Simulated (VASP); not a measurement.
# HfSnSe4 (P-3m1) in VASP: relaxation of cell and atoms with PBE

Aim: the relaxation of cell and atoms of HfSnSe4 with PBE.

Everything below comes from runs of VASP 6.6.1. Logs are shortened: lines on timing, memory, paths and dates and some standing lists are left out, and cuts for length are marked.

## Step 1: The cell of the first run

It takes space group P-3m1 (No. 164, trigonal). The conventional cell has a = 3.826 Å, b = 3.826 Å, c = 13.809 Å, α = 90.00°, β = 90.00°, γ = 120.00°. Within 3.6 Å of Hf (site symmetry -3m) lie 6 Se at 2.70 Å. Within 3.6 Å of Sn (site symmetry -3m) lie 6 Se at 2.73 Å. Within 3.6 Å of Se (site symmetry 3m) lie 3 Hf at 2.70 Å. Within 3.6 Å of Se (site symmetry 3m) lie 3 Sn at 2.73 Å.

## Step 2: Relaxation of cell and atoms, PBE

Input file INCAR:

```
  ALGO = Normal
  EDIFF = 1E-7
  EDIFFG = -0.01
  ENCUT = 500
  GGA = PE
  GGA_COMPAT = F
  IBRION = 2
  ISIF = 3
  ISMEAR = 0
  LASPH = T
  LCHARG = F
  LREAL = F
  LWAVE = F
  NELM = 120
  NELMIN = 4
  NSW = 100
  PREC = Accurate
  SIGMA = 0.02
```

Input file KPOINTS:

```
k-points
0
Gamma
  12 12 4
```

Input file POSCAR:

```
HfSnSe4
1.0
    3.8258427849      0.0000000000      0.0000000000
   -1.9129213925      3.3132770426      0.0000000000
    0.0000000000      0.0000000000     13.8093539786
Hf Sn Se
1 1 4
Direct
    0.0000000000      0.0000000000      0.5000000000
    0.0000000000      0.0000000000      0.0000000000
    0.6666666667      0.3333333333      0.3876777923
    0.6666666667      0.3333333333      0.8835544961
    0.3333333333      0.6666666667      0.1164455039
    0.3333333333      0.6666666667      0.6123222077
```

Potentials or basis: VASP PAW PBE potentials, release 64 (Hf_pv, Sn_d, Se).

Run with:

```bash
$ cat potpaw_PBE.64/Hf_pv/POTCAR potpaw_PBE.64/Sn_d/POTCAR potpaw_PBE.64/Se/POTCAR > POTCAR
$ mpirun -np 1 vasp_std > vasp.out
```

OUTCAR:

```text
EDIFF = 1E-7
   EDIFFG = -0.01
   ENCUT = 500
   GGA = PE
   IBRION = 2
   ISIF = 3
   ISMEAR = 0
   LASPH = T
   LREAL = F
   NELM = 120
   NELMIN = 4
   NSW = 100
   PREC = Accurate

 ion  position               nearest neighbor table
   1  0.000  0.000  0.500-   3 2.70   6 2.70   3 2.70   6 2.70   3 2.70   6 2.70
   2  0.000  0.000  0.000-   4 2.73   5 2.73   4 2.73   5 2.73   4 2.73   5 2.73
   3  0.667  0.333  0.388-   1 2.70   1 2.70   1 2.70
   4  0.667  0.333  0.884-   2 2.73   2 2.73   2 2.73
   5  0.333  0.667  0.116-   2 2.73   2 2.73   2 2.73
   6  0.333  0.667  0.612-   1 2.70   1 2.70   1 2.70

  LATTYP: Found a hexagonal cell.
 ALAT       =     3.8258427849
 C/A-ratio  =     3.6094933208

  Lattice vectors:

 A1 = (   3.8258427849,   0.0000000000,   0.0000000000)
 A2 = (  -1.9129213925,   3.3132770426,   0.0000000000)
 A3 = (   0.0000000000,   0.0000000000,  13.8093539786)

Analysis of symmetry for initial positions (statically):
=====================================================================
 Subroutine PRICEL returns:
 Original cell was already a primitive cell.

 Routine SETGRP: Setting up the symmetry group for a
 hexagonal supercell.

 Subroutine GETGRP returns: Found 12 space group operations
 (whereof 12 operations were pure point group operations)
 out of a pool of 24 trial point group operations.

The static configuration has the point symmetry D_3d.

Analysis of symmetry for dynamics (positions and initial velocities):
=====================================================================
 Subroutine PRICEL returns:
 Original cell was already a primitive cell.

 Routine SETGRP: Setting up the symmetry group for a
 hexagonal supercell.

 Subroutine GETGRP returns: Found 12 space group operations
 (whereof 12 operations were pure point group operations)
 out of a pool of 24 trial point group operations.

The dynamic configuration has the point symmetry D_3d.

 Subroutine INISYM returns: Found 12 space group operations
 (whereof 12 operations are pure point group operations),
 and found     1 'primitive' translations

----------------------------------------------------------------------------------------

                                     Primitive cell

  volume of cell :     175.0484

  direct lattice vectors                    reciprocal lattice vectors
     3.825842785  0.000000000  0.000000000     0.261380317  0.150907996  0.000000000
    -1.912921392  3.313277043  0.000000000     0.000000000  0.301815993  0.000000000
     0.000000000  0.000000000 13.809353979     0.000000000  0.000000000  0.072414684

  length of vectors
     3.825842785  3.825842785 13.809353979     0.301815993  0.301815993  0.072414684

  position of ions in fractional coordinates (direct lattice)
     0.000000000  0.000000000  0.500000000
     0.000000000  0.000000000  0.000000000
     0.666666667  0.333333333  0.387677792
     0.666666667  0.333333333  0.883554496
     0.333333333  0.666666667  0.116445504
     0.333333333  0.666666667  0.612322208

  ion indices of the primitive-cell ions
   primitive index   ion index
                 1           1
                 2           2
                 3           3
                 4           4
                 5           5
                 6           6

----------------------------------------------------------------------------------------

 KPOINTS: k-points

Automatic generation of k-mesh.
 Grid dimensions read from file:
 generate k-points for:   12   12    4

 Generating k-lattice:

  Cartesian coordinates                     Fractional coordinates (reciprocal lattice)
     0.021781693  0.012575666  0.000000000     0.083333333  0.000000000  0.000000000
     0.000000000  0.025151333  0.000000000     0.000000000  0.083333333  0.000000000
     0.000000000  0.000000000  0.018103671     0.000000000  0.000000000  0.250000000

  Length of vectors
     0.025151333  0.025151333  0.018103671

  Shift w.r.t. Gamma in fractional coordinates (k-lattice)
     0.000000000  0.000000000  0.000000000

 Subroutine IBZKPT returns following result:
 ===========================================

 Found     69 irreducible k-points:

 Following reciprocal coordinates:
            Coordinates               Weight
  0.000000  0.000000  0.000000      1.000000
  0.083333  0.000000  0.000000      6.000000
  0.166667  0.000000  0.000000      6.000000
  0.250000  0.000000  0.000000      6.000000
  0.333333  0.000000  0.000000      6.000000
  0.416667  0.000000  0.000000      6.000000
[... 16 lines left out ...]
  0.166667  0.000000  0.250000      6.000000
  0.000000  0.166667  0.250000      6.000000
 [... further k-points ...]
   k-points           NKPTS =     69   k-points in BZ     NKDIM =     69   number of bands    NBANDS=     28
   number of dos      NEDOS =    301   number of ions     NIONS =      6
   total plane-waves  NPLWV =  84672
   dimension x,y,z NGX =    28 NGY =   28 NGZ =  108
   dimension x,y,z NGXF=    56 NGYF=   56 NGZF=  216
   ions per type =               1   1   4
   NGX,Y,Z   is equivalent  to a cutoff of  12.17, 12.17, 13.00 a.u.
   NGXF,Y,Z  is equivalent  to a cutoff of  24.33, 24.33, 26.00 a.u.
 SYSTEM =  unknown system
   PREC   = accura    normal or accurate (medium, high low for compatibility)
   ISTART =      0    job   : 0-new  1-cont  2-samecut
   ICHARG =      2    charge: 1-file 2-atom 10-const
   ISPIN  =      1    spin polarized calculation?
   LNONCOLLINEAR =      F non collinear calculations
   LSORBIT =      F    spin-orbit coupling
   LASPH  =      T    aspherical Exc in radial PAW
   ENCUT  =  500.0 eV  36.75 Ry    6.06 a.u.   6.98  6.98 25.18*2*pi/ulx,y,z
   NELM   =    120;   NELMIN=  4; NELMDL= -5     # of ELM steps
   EDIFF  = 0.1E-06   stopping-criterion for ELM
   LREAL  =      F    real-space projection
   EDIFFG = -.1E-01   stopping-criterion for IOM
   NSW    =    100    number of steps for IOM
   IBRION =      2    ionic relax: 0-MD 1-quasi-New 2-CG
   NFREE  =      1    steps in history (QN), initial steepest desc. (CG)
   ISIF   =      3    stress and relaxation
   ISYM   =      2    0-nonsym 1-usesym 2-fastsym
   POTIM  = 0.5000    time-step for ionic-motion
   TEBEG  =    0.0;   TEEND  =   0.0 temperature during run
   PSTRESS=    0.0 pullay stress
   NELECT =      48.0000    total number of electrons
   NUPDOWN=      -1.0000    fix difference up-down
   EMIN   =  10.00;   EMAX   =-10.00  energy-range for DOS
   EFERMI =   0.00;   METHOD = LEGACY
   ISMEAR =     0;   SIGMA  =   0.02  broadening in eV -4-tet -1-fermi 0-gaus
   EFERMI_NEDOS =   21; number of points for ismear=-14 and -15
   IALGO  =     38    algorithm
   IMIX   =      4    mixing-type and parameters
     AMIX     =   0.40;   BMIX     =  1.00
     AMIX_MAG =   1.60;   BMIX_MAG =  1.00
  volume/ion in A,a.u.               =      29.17       196.88
  Fermi-wavevector in a.u.,A,eV,Ry     =   1.063578  2.009870 15.390873  1.131197
  Thomas-Fermi vector in A             =   2.199067
   LORBIT       =      0    0 simple, 1 ext, 2 COOP (PROOUT), +10 PAW based schemes
   GGA     = PE    functional components
   LHFCALC =     F    Hartree Fock is set to
   AEXX    =    0.0000 exact exchange contribution
   IVDW    =     0    specifies the selected vdW correction
   LEPSILON=     F    determine dielectric tensor
   LRPA    =     F    only Hartree local field effects (RPA)
 conjugate gradient relaxation of ions
 non-spin polarized calculation
 Gauss-broadening in eV      SIGMA  =   0.02
  energy-cutoff  :      500.00
  volume of cell :      175.05
 maximum number of plane-waves:      4483
   NGX = 13   NGY = 13   NGZ = 51

--------------------------------------- Ionic step        1  -------------------------------------------

 number of electron      48.0000008 magnetization

 Free energy of the ion-electron system (eV)
  ---------------------------------------------------
  ext. energy  EPLUGINS =         0.00000000
  ---------------------------------------------------
  free energy    TOTEN  =       -32.83484006 eV

  energy without entropy =      -32.83484006  energy(sigma->0) =      -32.83484006

------------------------ aborting loop because EDIFF is reached ----------------------------------------

  FORCE on cell =-STRESS in cart. coord.  units (eV):
  Direction    XX          YY          ZZ          XY          YZ          ZX
  --------------------------------------------------------------------------------------
  -------------------------------------------------------------------------------------
  Total       -0.2205041     -0.2205041      0.0417180      0.0000000     -0.0000000      0.0000000
  in kB       -2.0182223     -2.0182223      0.3818349      0.0000000     -0.0000000      0.0000000
  external PRESSURE =      -1.2182032 kB  Pullay stress =       0.0000000 kB

 VOLUME and BASIS-vectors are now :
 -----------------------------------------------------------------------------
  energy-cutoff  :      500.00
  volume of cell :      175.05
      direct lattice vectors                 reciprocal lattice vectors
     3.825842785  0.000000000  0.000000000     0.261380317  0.150907996  0.000000000
    -1.912921392  3.313277043  0.000000000     0.000000000  0.301815993  0.000000000
     0.000000000  0.000000000 13.809353979     0.000000000  0.000000000  0.072414684
[... 81 lines left out ...]
 POSITION                                       TOTAL-FORCE (eV/Angst)
 -----------------------------------------------------------------------------------
     -1.91001      3.30823      6.90667        -0.000000      0.000000      0.000000
     -1.91001      3.30823     13.81333        -0.000000     -0.000000      0.000000
      1.91001      1.10274      5.35644        -0.000000      0.000000     -0.002739
      1.91001      1.10274     12.20392         0.000000      0.000000     -0.026752
     -0.00000      2.20549      1.60942         0.000000     -0.000000      0.026752
     -0.00000      2.20549      8.45690        -0.000000     -0.000000      0.002739
 -----------------------------------------------------------------------------------
    total drift:                               -0.000000      0.000000      0.000000

  FREE ENERGIE OF THE ION-ELECTRON SYSTEM (eV)
  ---------------------------------------------------
  free  energy   TOTEN  =       -32.8352499516 eV

  energy  without entropy=      -32.8352499516  energy(sigma->0) =      -32.83524995

--------------------------------------- Ionic step        4  -------------------------------------------

 number of electron      48.0000006 magnetization

 Free energy of the ion-electron system (eV)
  ---------------------------------------------------
  ext. energy  EPLUGINS =         0.00000000
  ---------------------------------------------------
  free energy    TOTEN  =       -32.83539564 eV

  energy without entropy =      -32.83539564  energy(sigma->0) =      -32.83539564

 E-fermi :   2.6020     XC(G=0):  -8.7536

 val. band max:        2.4930763076   @ k =   0.0000   0.0000   0.5000
 cond. band min:       2.9565998487   @ k =   0.5000   0.0000   0.0000
 fundamental gap:      0.4635235411
 Fermi energy:         2.6019778909

 k-point     1 :       0.0000    0.0000    0.0000
  band No.  band energies     occupation
      1     -28.7758      2.00000
      2     -28.7118      2.00000
      3     -28.7118      2.00000
      4     -18.9127      2.00000
      5     -18.9127      2.00000
      6     -18.8721      2.00000
[... 20 lines left out ...]
     27       4.0276      0.00000
[... 691 lines left out ...]
      6     -18.8708      2.00000
[... 20 lines left out ...]
     27       4.7527      0.00000
     28       5.1986      0.00000

 [... further k-points ...]

------------------------ aborting loop because EDIFF is reached ----------------------------------------

  FORCE on cell =-STRESS in cart. coord.  units (eV):
  Direction    XX          YY          ZZ          XY          YZ          ZX
  --------------------------------------------------------------------------------------
  -------------------------------------------------------------------------------------
  Total        0.0116561      0.0116561      0.0188487     -0.0000000      0.0000000     -0.0000000
  in kB        0.1069013      0.1069013      0.1728662     -0.0000000      0.0000000     -0.0000000
  external PRESSURE =       0.1288896 kB  Pullay stress =       0.0000000 kB

 VOLUME and BASIS-vectors are now :
 -----------------------------------------------------------------------------
  energy-cutoff  :      500.00
  volume of cell :      174.70
      direct lattice vectors                 reciprocal lattice vectors
     3.818759299  0.000000000  0.000000000     0.261865156  0.151187918 -0.000000000
    -1.909379650  3.307142564  0.000000000    -0.000000000  0.302375837  0.000000000
     0.000000000 -0.000000000 13.832694360    -0.000000000 -0.000000000  0.072292496

 POSITION                                       TOTAL-FORCE (eV/Angst)
 -----------------------------------------------------------------------------------
      3.81876      0.00000      6.91635        -0.000000      0.000000      0.000000
      3.81876      0.00000      0.00000        -0.000000      0.000000      0.000000
      1.90938      1.10238      5.36431         0.000000     -0.000000      0.009426
      1.90938      1.10238     12.21942         0.000000     -0.000000      0.005874
     -0.00000      2.20476      1.61328        -0.000000      0.000000     -0.005874
     -0.00000      2.20476      8.46838        -0.000000      0.000000     -0.009426
 -----------------------------------------------------------------------------------
    total drift:                                0.000000     -0.000000     -0.000000

  FREE ENERGIE OF THE ION-ELECTRON SYSTEM (eV)
  ---------------------------------------------------
  free  energy   TOTEN  =       -32.8353956351 eV

  energy  without entropy=      -32.8353956351  energy(sigma->0) =      -32.83539564

 reached required accuracy - stopping structural energy minimisation
```

Wall time 26 min (1 thread of Intel Xeon 8259CL, shared host); peak memory 0.53 GiB.

Results:

- Free energy: -32.8354 eV
- Relaxed volume: 29.12 Å³/atom
- Relaxed cell: a = 3.819 Å, b = 3.819 Å, c = 13.833 Å, α = 90.00°, β = 90.00°, γ = 120.00°
- Space group after relaxing (to 0.05 Å): P-3m1 (No. 164)
- Energy gained by relaxing: 0.1 meV/atom
- Ionic steps: 4
- Pressure after relaxing: 0.0 GPa
- Largest force after relaxing: 0.009 eV/Å
- Band gap on the k mesh: 0.46 eV, indirect (least direct gap 1.05 eV)

Forces on the atoms (eV/Å):
```
Hf   0.000  0.000  0.000
Sn   0.000  0.000  0.000
Se   0.000  0.000  0.009
Se   0.000  0.000  0.006
Se   0.000  0.000 -0.006
Se   0.000  0.000 -0.009
```

The path:
| step | energy change (eV) | largest force (eV/Å) | pressure (GPa) | volume (Å³) |
| --- | --- | --- | --- | --- |
| 1 | 0.0000 | 0.0317 | -0.12 | 175.05 |
| 2 | -0.0004 | 0.0275 | 0.10 | 174.49 |
| 3 | -0.0004 | 0.0268 | 0.07 | 174.57 |
| 4 | -0.0006 | 0.0094 | 0.01 | 174.70 |

Final structure:
```cif
data_structure
_symmetry_space_group_name_H-M 'P 1'
_symmetry_Int_Tables_number 1
_cell_length_a 3.8188
_cell_length_b 3.8188
_cell_length_c 13.8327
_cell_angle_alpha 90.000
_cell_angle_beta 90.000
_cell_angle_gamma 120.000
_cell_volume 174.70
loop_
_atom_site_label
_atom_site_type_symbol
_atom_site_fract_x
_atom_site_fract_y
_atom_site_fract_z
_atom_site_occupancy
Hf1 Hf 0.00000 0.00000 0.50000 1
Sn1 Sn 0.00000 0.00000 0.00000 1
Se1 Se 0.66667 0.33333 0.38780 1
Se2 Se 0.66667 0.33333 0.88337 1
Se3 Se 0.33333 0.66667 0.11663 1
Se4 Se 0.33333 0.66667 0.61220 1
```

Levels at points of the mesh, in eV from the valence-band top:
```tsv
k point	band 22	band 23	band 24	band 25	band 26	band 27
(0.00, 0.00, 0.00)	-0.29	0.00	0.00	1.31	1.53	1.53
(0.50, 0.00, 0.00)	-1.16	-1.05	-0.59	0.46	0.85	3.17
(0.00, 0.00, 0.50)	-0.29	0.00	0.00	1.53	1.53	1.54
(0.50, 0.00, 0.50)	-1.16	-1.01	-0.58	0.53	0.79	3.17
```

Caveat: spin-orbit coupling is left out, which moves the levels of the heavy elements; this functional lacks dispersion, which binds the layers, so the pressure and a relaxed spacing across them are unreliable. A k mesh can miss the band edges.
